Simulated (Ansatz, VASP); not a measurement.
One calculation of MoSe, two programs

INCAR

```
PREC = Accurate
ENCUT = 520
EDIFF = 1E-6
ISMEAR = 0
SIGMA = 0.05
LREAL = False
LASPH = True
NELM = 150
ALGO = Normal
ISIF = 2
LWAVE = False
LCHARG = True
ISPIN = 2
MAGMOM = 3.5 0
LORBIT = 11
LMAXMIX = 4
LDAU = True
LDAUTYPE = 2
LDAUL = 2 -1
LDAUU = 6 0
LDAUJ = 0 0
LDAUPRINT = 1
GGA = PE
LELF = True
LVHAR = True
NBANDS = 21
```

File KPOINTS:

```
Automatic mesh
0
Gamma
  14 14 14
```

Contents of POSCAR:

```
MoSe
1.0
    0.0000000000      2.6101627283      2.6101627283
    2.6101627283      0.0000000000      2.6101627283
    2.6101627283      2.6101627283      0.0000000000
Mo Se
1 1
Direct
    0.0000000000      0.0000000000      0.0000000000
    0.5000000000      0.5000000000      0.5000000000
```

Input for Ansatz:

```yaml
crystal:
  lattice:
    - [0.0, 2.6101627283, 2.6101627283]
    - [2.6101627283, 0.0, 2.6101627283]
    - [2.6101627283, 2.6101627283, 0.0]
  atoms:
    - { symbol: Mo, position: [0.0, 0.0, 0.0], spin: 3.5 }
    - { symbol: Se, position: [0.5, 0.5, 0.5] }
basis:
  ecutwfc: 420
kpoints:
  mp_grid: { grid: [14, 14, 14] }
hamiltonian:
  xc: pbe
  hubbard: { sites: [{ species: Mo, l: d, u_eff: 6.0 }] }
scf:
  occupations: { method: gaussian, width: 0.05 }
output:
  forces: true
  stress: true
  eigenvalues: true
  populations: true
  write_density: true
  write_potential: true
  elf: true
  volumetric_format: npy
magnetization:
  spin_polarized: true
```

Alike in both runs: task single point; functional PBE; k mesh 14 × 14 × 14; occupations gaussian, width 0.05 eV; collinear spin; Hubbard terms Mo d U = 6.0 eV.

|  | VASP | Ansatz |
| --- | --- | --- |
| version | VASP 6.6.1 | Ansatz 0.2.0 |
| potentials or method | VASP PAW PBE potentials, release 64 (Mo_sv, Se), cutoff 520 eV | scalar-relativistic, plane waves, PAW |
| valence electrons in the cell | 20 | 30 |

VASP gave:

| Quantity | Value |
| --- | --- |
| gap on the k mesh at the Fermi level (eV) | none |
| net moment per atom (μB) | 1.80 |
| size of the moment on the site where the two differ most (μB) | 3.38 |

**Question.** Estimate Ansatz's values.

**Answer.** gap on the k mesh at the Fermi level (eV): none; net moment per atom (μB): 2.00; size of the moment on the site where the two differ most (μB): 3.03.

The net moments are unlike, so the other rows may belong to different states. Site moments also hang on the region over which each program counts them. The programs project onto different local orbitals, so the same U acts differently, and such runs can settle in different states. A gap of «none» marks a metal or a gap that the smearing closes. VASP's potentials hold 20 valence electrons a cell and Ansatz's 30, so a difference there can come from the potentials and not from the codes. Ansatz's warnings: filled band counts differ across k points.
